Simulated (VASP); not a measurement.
A run of VASP 6.6.1 is set up as follows.

File INCAR:

```
PREC = Accurate
ENCUT = 520
EDIFF = 1E-6
ISMEAR = -1
SIGMA = 0.02
LREAL = Auto
LASPH = True
NELM = 80
ALGO = Normal
ISIF = 2
LWAVE = False
LCHARG = True
GGA = PE
IVDW = 12
LELF = True
LVHAR = True
NBANDS = 78
```

File KPOINTS:

```
Automatic mesh
0
Gamma
  1 1 1
```

The input POSCAR:

```
N
1.0
    9.6720280000      0.0000000000      0.0000000000
    0.0000000000      9.6720280000      0.0000000000
    0.0000000000      0.0000000000      9.6720280000
N
24
Direct
    0.0822681655      0.9760724431      0.1916040772
    0.1652807457      0.9000387509      0.2129853222
    0.7178949441      0.3562334600      0.9795980740
    0.6730542964      0.4195914238      0.8954895499
   -0.0028329116      0.9235395100      0.7444043793
    0.0319167811      0.8599747643      0.8316870050
    0.7292782858      0.2421829217      0.4874158760
    0.6825145667      0.2073815336      0.5865160854
    0.4451186452      0.0454196369      0.7687115877
    0.4407038524      0.1543006286      0.7989534356
    0.4457389908      0.4728067371      0.6863917267
    0.3422446668      0.4364027896      0.7147932161
    0.5307573551      0.9004936710      0.1965048075
    0.4774489900      0.9806423224      0.1328159927
    0.4862682366      0.4222175535      0.1861553751
    0.4264565818      0.3788864135      0.2746476747
    0.6360920378      0.8165919288      0.5493987404
    0.7183808814      0.8181221146      0.4689295771
    0.3047861317      0.8279235751      0.5403416946
    0.2558615422      0.9209030412      0.4938054356
    0.9748731083      0.5462453169      0.5724239012
    0.9912709103      0.5141217540      0.6830625387
    0.1439408571      0.2287421004      0.9954892604
    0.0970944253      0.1787629233      0.9059733905
```

Potentials or basis: VASP PAW PBE potentials, release 64 (N).

Command:

```console
$ cat potpaw_PBE.64/N/POTCAR > POTCAR
$ mpirun -np 1 vasp_gam > vasp.out
```

(1) Predict the largest force.

(2) Estimate the dispersion energy per atom.

Results:

(1) 3.769 eV/Å.

(2) -0.032 eV.

Caveat: the k points lie up to 0.65 Å⁻¹ apart; the standard files for N, O and F lose accuracy on very short bonds; the atoms stand as in a frame of molecular dynamics.
